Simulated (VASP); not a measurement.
# GeCl5 (F-43m) in VASP: further runs

The runs below take GeCl5 through single point, with PBE.

Everything below comes from runs of VASP 6.6.1. Logs are shortened: lines on timing, memory, paths and dates and some standing lists are left out, and cuts for length are marked.

## Step 1: The cell of the first run

Symmetry: F-43m, No. 216, cubic system. The conventional cell has a = 8.101 Å, b = 8.101 Å, c = 8.101 Å, α = 90.00°, β = 90.00°, γ = 90.00°. Within 4.4 Å of Ge (site symmetry -43m) lie 16 Cl at 3.36 to 3.51 Å. Cl (site symmetry 3m) has 9 Cl at 2.86 to 3.36 Å and 3 Ge at 3.36 Å within 3.8 Å. Cl (site symmetry -43m) has 12 Cl at 3.36 Å and 4 Ge at 3.51 Å within 4.4 Å.

The cell was built from a structure type or drawn by symmetry, and may not be a known phase.

## Step 2: Single point, PBE

File INCAR:

```
ALGO     = Normal         # electronic algorithm
EDIFF    = 1E-6           # SCF threshold, eV
ENCUT    = 520            # plane-wave cutoff, eV
GGA      = PE             # functional
ISIF     = 2              # what is computed and relaxed
ISMEAR   = 0              # smearing method
LASPH    = T              # aspherical terms in the spheres
LCHARG   = F              # write CHGCAR
LREAL    = F              # projectors in reciprocal space
LWAVE    = F              # write WAVECAR
NBANDS   = 34             # bands
NELM     = 100            # most SCF steps
PREC     = Accurate       # precision mode
SIGMA    = 0.1            # smearing width, eV
```

File KPOINTS:

```
k-points
0
Gamma
  4 4 4
```

File POSCAR:

```
GeCl5
1.0
    0.0000000000      4.0506131669      4.0506131669
    4.0506131669      0.0000000000      4.0506131669
    4.0506131669      4.0506131669      0.0000000000
Ge Cl
1 5
Direct
    0.0000000000      0.0000000000      0.0000000000
    0.1246674871      0.6251108376      0.6251108376
    0.6251108376      0.6251108376      0.6251108376
    0.6251108376      0.1246674871      0.6251108376
    0.6251108376      0.6251108376      0.1246674871
    0.2500000000      0.2500000000      0.2500000000
```

Potentials or basis: VASP PAW PBE potentials, release 64 (Ge_d, Cl).

Command:

```
$ cat potpaw_PBE.64/Ge_d/POTCAR potpaw_PBE.64/Cl/POTCAR > POTCAR
$ mpirun -np 1 vasp_std > vasp.out
```

OUTCAR:

```text
EDIFF = 1E-6
   ENCUT = 520
   GGA = PE
   ISIF = 2
   ISMEAR = 0
   LASPH = T
   LREAL = F
   NELM = 100
   PREC = Accurate

 ion  position               nearest neighbor table
   1  0.000  0.000  0.000-
   2  0.125  0.625  0.625-
   3  0.625  0.625  0.625-
   4  0.625  0.125  0.625-
   5  0.625  0.625  0.125-
   6  0.250  0.250  0.250-

  LATTYP: Found a face centered cubic cell.
 ALAT       =     8.1012263338

  Lattice vectors:

 A1 = (   0.0000000000,   4.0506131669,   4.0506131669)
 A2 = (   4.0506131669,   0.0000000000,   4.0506131669)
 A3 = (   4.0506131669,   4.0506131669,   0.0000000000)

Analysis of symmetry for initial positions (statically):
=====================================================================
 Subroutine PRICEL returns:
 Original cell was already a primitive cell.

 Routine SETGRP: Setting up the symmetry group for a
 face centered cubic supercell.

 Subroutine GETGRP returns: Found 24 space group operations
 (whereof 24 operations were pure point group operations)
 out of a pool of 48 trial point group operations.

The static configuration has the point symmetry T_d .

Analysis of symmetry for dynamics (positions and initial velocities):
=====================================================================
 Subroutine PRICEL returns:
 Original cell was already a primitive cell.

 Routine SETGRP: Setting up the symmetry group for a
 face centered cubic supercell.

 Subroutine GETGRP returns: Found 24 space group operations
 (whereof 24 operations were pure point group operations)
 out of a pool of 48 trial point group operations.

The dynamic configuration has the point symmetry T_d .

 Subroutine INISYM returns: Found 24 space group operations
 (whereof 24 operations are pure point group operations),
 and found     1 'primitive' translations

----------------------------------------------------------------------------------------

                                     Primitive cell

  volume of cell :     132.9206

  direct lattice vectors                    reciprocal lattice vectors
     0.000000000  4.050613167  4.050613167    -0.123438102  0.123438102  0.123438102
     4.050613167  0.000000000  4.050613167     0.123438102 -0.123438102  0.123438102
     4.050613167  4.050613167  0.000000000     0.123438102  0.123438102 -0.123438102

  length of vectors
     5.728432077  5.728432077  5.728432077     0.213801064  0.213801064  0.213801064

  position of ions in fractional coordinates (direct lattice)
     0.000000000  0.000000000  0.000000000
     0.124667487  0.625110838  0.625110838
     0.625110838  0.625110838  0.625110838
     0.625110838  0.124667487  0.625110838
     0.625110838  0.625110838  0.124667487
     0.250000000  0.250000000  0.250000000

  ion indices of the primitive-cell ions
   primitive index   ion index
                 1           1
                 2           2
                 3           3
                 4           4
                 5           5
                 6           6

----------------------------------------------------------------------------------------

 KPOINTS: k-points

Automatic generation of k-mesh.
 Grid dimensions read from file:
 generate k-points for:    4    4    4

 Generating k-lattice:

  Cartesian coordinates                     Fractional coordinates (reciprocal lattice)
    -0.030859525  0.030859525  0.030859525     0.250000000  0.000000000  0.000000000
     0.030859525 -0.030859525  0.030859525     0.000000000  0.250000000  0.000000000
     0.030859525  0.030859525 -0.030859525     0.000000000  0.000000000  0.250000000

  Length of vectors
     0.053450266  0.053450266  0.053450266

  Shift w.r.t. Gamma in fractional coordinates (k-lattice)
     0.000000000  0.000000000  0.000000000

 Subroutine IBZKPT returns following result:
 ===========================================

 Found      8 irreducible k-points:

 Following reciprocal coordinates:
            Coordinates               Weight
  0.000000  0.000000  0.000000      1.000000
  0.250000  0.000000  0.000000      8.000000
  0.500000  0.000000  0.000000      4.000000
  0.250000  0.250000  0.000000      6.000000
  0.500000  0.250000  0.000000     24.000000
 -0.250000  0.250000  0.000000     12.000000
  0.500000  0.500000  0.000000      3.000000
 -0.250000  0.500000  0.250000      6.000000
   k-points           NKPTS =      8   k-points in BZ     NKDIM =      8   number of bands    NBANDS=     34
   number of dos      NEDOS =    301   number of ions     NIONS =      6
   total plane-waves  NPLWV = 110592
   dimension x,y,z NGX =    48 NGY =   48 NGZ =   48
   dimension x,y,z NGXF=    96 NGYF=   96 NGZF=   96
   ions per type =               1   5
   NGX,Y,Z   is equivalent  to a cutoff of  13.93, 13.93, 13.93 a.u.
   NGXF,Y,Z  is equivalent  to a cutoff of  27.86, 27.86, 27.86 a.u.
 SYSTEM =  unknown system
   PREC   = accura    normal or accurate (medium, high low for compatibility)
   ISTART =      0    job   : 0-new  1-cont  2-samecut
   ICHARG =      2    charge: 1-file 2-atom 10-const
   ISPIN  =      1    spin polarized calculation?
   LNONCOLLINEAR =      F non collinear calculations
   LSORBIT =      F    spin-orbit coupling
   LASPH  =      T    aspherical Exc in radial PAW
   ENCUT  =  520.0 eV  38.22 Ry    6.18 a.u.  10.65 10.65 10.65*2*pi/ulx,y,z
   NELM   =    100;   NELMIN=  2; NELMDL= -5     # of ELM steps
   EDIFF  = 0.1E-05   stopping-criterion for ELM
   LREAL  =      F    real-space projection
   EDIFFG = 0.1E-04   stopping-criterion for IOM
   NSW    =      0    number of steps for IOM
   IBRION =     -1    ionic relax: 0-MD 1-quasi-New 2-CG
   NFREE  =      0    steps in history (QN), initial steepest desc. (CG)
   ISIF   =      2    stress and relaxation
   ISYM   =      2    0-nonsym 1-usesym 2-fastsym
   POTIM  = 0.5000    time-step for ionic-motion
   TEBEG  =    0.0;   TEEND  =   0.0 temperature during run
   PSTRESS=    0.0 pullay stress
   NELECT =      49.0000    total number of electrons
   NUPDOWN=      -1.0000    fix difference up-down
   EMIN   =  10.00;   EMAX   =-10.00  energy-range for DOS
   EFERMI =   0.00;   METHOD = LEGACY
   ISMEAR =     0;   SIGMA  =   0.10  broadening in eV -4-tet -1-fermi 0-gaus
   EFERMI_NEDOS =   21; number of points for ismear=-14 and -15
   IALGO  =     38    algorithm
   IMIX   =      4    mixing-type and parameters
     AMIX     =   0.40;   BMIX     =  1.00
     AMIX_MAG =   1.60;   BMIX_MAG =  1.00
  volume/ion in A,a.u.               =      22.15       149.50
  Fermi-wavevector in a.u.,A,eV,Ry     =   1.173841  2.218239 18.747517  1.377904
  Thomas-Fermi vector in A             =   2.310248
   LORBIT       =      0    0 simple, 1 ext, 2 COOP (PROOUT), +10 PAW based schemes
   GGA     = PE    functional components
   LHFCALC =     F    Hartree Fock is set to
   AEXX    =    0.0000 exact exchange contribution
   IVDW    =     0    specifies the selected vdW correction
   LEPSILON=     F    determine dielectric tensor
   LRPA    =     F    only Hartree local field effects (RPA)
 non-spin polarized calculation
 Gauss-broadening in eV      SIGMA  =   0.10
  energy-cutoff  :      520.00
  volume of cell :      132.92
 maximum number of plane-waves:      3600
 NGX is ok and might be reduce to    48
   NGX = 21   NGY = 21   NGZ = 21

 number of electron      49.0000001 magnetization

 Free energy of the ion-electron system (eV)
  ---------------------------------------------------
  ext. energy  EPLUGINS =         0.00000000
  ---------------------------------------------------
  free energy    TOTEN  =       -10.79893786 eV

  energy without entropy =      -10.76196922  energy(sigma->0) =      -10.78045354

 E-fermi :   2.4423     XC(G=0):  -9.4975

 val. band max:        2.4206219519   @ k =   0.5000   0.2500   0.0000
 cond. band min:       2.7612384457   @ k =   0.2500   0.2500   0.0000
 fundamental gap:      0.3406164938
 Fermi energy:         2.4423293024

 k-point     1 :       0.0000    0.0000    0.0000
  band No.  band energies     occupation
      1     -23.6691      2.00000
      2     -23.6691      2.00000
      3     -23.6687      2.00000
      4     -23.6687      2.00000
      5     -23.6687      2.00000
      6     -13.2962      2.00000
[... 26 lines left out ...]
     33      11.6839      0.00000
     34      13.1972      0.00000

 k-point     2 :       0.2500    0.0000    0.0000
  band No.  band energies     occupation
      1     -23.6691      2.00000
      2     -23.6691      2.00000
      3     -23.6687      2.00000
      4     -23.6687      2.00000
      5     -23.6687      2.00000
      6     -13.1074      2.00000
[... 26 lines left out ...]
     33      12.1648      0.00000
     34      12.7654      0.00000

 k-point     3 :       0.5000    0.0000    0.0000
  band No.  band energies     occupation
      1     -23.6691      2.00000
      2     -23.6691      2.00000
      3     -23.6687      2.00000
      4     -23.6686      2.00000
      5     -23.6686      2.00000
      6     -12.8133      2.00000
[... 26 lines left out ...]
     33      12.7767      0.00000
     34      13.1251      0.00000

 k-point     4 :       0.2500    0.2500    0.0000
  band No.  band energies     occupation
      1     -23.6691      2.00000
      2     -23.6691      2.00000
      3     -23.6687      2.00000
      4     -23.6686      2.00000
      5     -23.6686      2.00000
      6     -13.0359      2.00000
[... 26 lines left out ...]
     33      12.5814      0.00000
     34      12.5814      0.00000

 k-point     5 :       0.5000    0.2500    0.0000
  band No.  band energies     occupation
      1     -23.6691      2.00000
      2     -23.6691      2.00000
      3     -23.6687      2.00000
      4     -23.6686      2.00000
      5     -23.6686      2.00000
      6     -12.6926      2.00000
[... 26 lines left out ...]
     33      12.4073      0.00000
     34      12.9808      0.00000

 k-point     6 :      -0.2500    0.2500    0.0000
  band No.  band energies     occupation
      1     -23.6691      2.00000
      2     -23.6691      2.00000
      3     -23.6687      2.00000
      4     -23.6686      2.00000
      5     -23.6686      2.00000
      6     -12.8335      2.00000
[... 26 lines left out ...]
     33      12.2885      0.00000
     34      12.7767      0.00000

 k-point     7 :       0.5000    0.5000    0.0000
  band No.  band energies     occupation
      1     -23.6692      2.00000
      2     -23.6691      2.00000
      3     -23.6687      2.00000
      4     -23.6686      2.00000
      5     -23.6686      2.00000
      6     -12.3875      2.00000
[... 26 lines left out ...]
     33      12.1854      0.00000
     34      13.4608      0.00000

 k-point     8 :      -0.2500    0.5000    0.2500
  band No.  band energies     occupation
      1     -23.6691      2.00000
      2     -23.6691      2.00000
      3     -23.6687      2.00000
      4     -23.6686      2.00000
      5     -23.6686      2.00000
      6     -12.3763      2.00000
[... 26 lines left out ...]
     33      12.1309      0.00000
     34      12.4303      0.00000

------------------------ aborting loop because EDIFF is reached ----------------------------------------

  FORCE on cell =-STRESS in cart. coord.  units (eV):
  Direction    XX          YY          ZZ          XY          YZ          ZX
  --------------------------------------------------------------------------------------
  -------------------------------------------------------------------------------------
  Total       -0.0458562     -0.0458562     -0.0458562      0.0000000     -0.0000000      0.0000000
  in kB       -0.5527345     -0.5527345     -0.5527345      0.0000000     -0.0000000      0.0000000
  external PRESSURE =      -0.5527345 kB  Pullay stress =       0.0000000 kB

 VOLUME and BASIS-vectors are now :
 -----------------------------------------------------------------------------
  energy-cutoff  :      520.00
  volume of cell :      132.92
      direct lattice vectors                 reciprocal lattice vectors
     0.000000000  4.050613167  4.050613167    -0.123438102  0.123438102  0.123438102
     4.050613167  0.000000000  4.050613167     0.123438102 -0.123438102  0.123438102
     4.050613167  4.050613167  0.000000000     0.123438102  0.123438102 -0.123438102

 POSITION                                       TOTAL-FORCE (eV/Angst)
 -----------------------------------------------------------------------------------
      0.00000      0.00000      0.00000        -0.000000     -0.000000     -0.000000
      5.06416      3.03706      3.03706         0.014432     -0.014432     -0.014432
      5.06416      5.06416      5.06416         0.014432      0.014432      0.014432
      3.03706      5.06416      3.03706        -0.014432      0.014432     -0.014432
      3.03706      3.03706      5.06416        -0.014432     -0.014432      0.014432
      2.02531      2.02531      2.02531        -0.000000     -0.000000     -0.000000
 -----------------------------------------------------------------------------------
    total drift:                                0.000001      0.000001      0.000001

  FREE ENERGIE OF THE ION-ELECTRON SYSTEM (eV)
  ---------------------------------------------------
  free  energy   TOTEN  =       -10.7989378613 eV

  energy  without entropy=      -10.7619692161  energy(sigma->0) =      -10.78045354
```

Run time: 28 s. Hardware: 1 thread of Intel Xeon 6975P-C (Granite Rapids), shared host; peak memory 0.31 GiB.

What came out:

```yaml
Free_energy: -10.7989 eV
Pressure: -0.1 GPa
Largest_force: 0.025 eV/Å
Band_gap_on_the_k_mesh: zero (an odd number of electrons rules out a gap without spin polarisation)
```

Forces in eV/Å, atoms in the order of the input:
```
Ge   0.000  0.000  0.000
Cl   0.014 -0.014 -0.014
Cl   0.014  0.014  0.014
Cl  -0.014  0.014 -0.014
Cl  -0.014 -0.014  0.014
Cl   0.000  0.000  0.000
```

Caveat: an odd number of electrons without spin polarisation forces a metal; a magnetic or distorted state may lie lower.

## Step 3: Single point, PBE

This run uses another cell than the first one, of 27.30 Å³/atom.

File INCAR:

```
SYSTEM = GeCl5
  PREC = Accurate
  ENCUT = 520
  EDIFF = 1E-6
  ISMEAR = 0
  SIGMA = 0.1
  LREAL = .FALSE.
  LASPH = .TRUE.
  NELM = 100
  ALGO = Normal
  ISIF = 2
  LWAVE = .FALSE.
  LCHARG = .TRUE.
  GGA = PE
  LELF = .TRUE.
  LVHAR = .TRUE.
  NBANDS = 34
```

File KPOINTS:

```
regular mesh
0
G
  4 4 4
  0 0 0
```

File POSCAR:

```
GeCl5
1.0
    0.0000000000      4.3427092000      4.3427092000
    4.3427092000      0.0000000000      4.3427092000
    4.3427092000      4.3427092000      0.0000000000
Ge Cl
1 5
Direct
    0.0000000000      0.0000000000      0.0000000000
    0.1250000000      0.6250000000      0.6250000000
    0.6250000000      0.6250000000      0.6250000000
    0.6250000000      0.1250000000      0.6250000000
    0.6250000000      0.6250000000      0.1250000000
    0.2500000000      0.2500000000      0.2500000000
```

Potentials or basis: VASP PAW PBE potentials, release 64 (Ge_d, Cl).

Command:

```
$ cat potpaw_PBE.64/Ge_d/POTCAR potpaw_PBE.64/Cl/POTCAR > POTCAR
$ mpirun -np 1 vasp_std > vasp.out
```

It took 40 s on 1 thread of Intel Xeon 6975P-C (Granite Rapids), shared host; peak memory 0.31 GiB.

Results (log left out):

* Free energy: -10.2778 eV
* Pressure: -4.4 GPa
* Band gap on the k mesh: zero (an odd number of electrons rules out a gap without spin polarisation)

Levels at points of the mesh, in eV from the Fermi level:
| k point | band 20 | band 21 | band 22 | band 23 | band 24 | band 25 | band 26 | band 27 | band 28 | band 29 |
| --- | --- | --- | --- | --- | --- | --- | --- | --- | --- | --- |
| (0.00, 0.00, 0.00) | -0.74 | -0.14 | -0.14 | -0.14 | 0.23 | 0.23 | 0.23 | 1.71 | 1.71 | 1.71 |
| (0.50, 0.00, 0.00) | -1.42 | -0.68 | -0.25 | -0.25 | -0.14 | 0.29 | 0.29 | 1.27 | 1.72 | 1.72 |
| (0.50, 0.50, 0.00) | -1.32 | -1.28 | -0.33 | -0.21 | -0.21 | 0.18 | 0.18 | 1.31 | 1.61 | 1.61 |

Caveat: the cell stands under tension; an odd number of electrons without spin polarisation forces a metal; a magnetic or distorted state may lie lower.

[end of part 1 of 2]
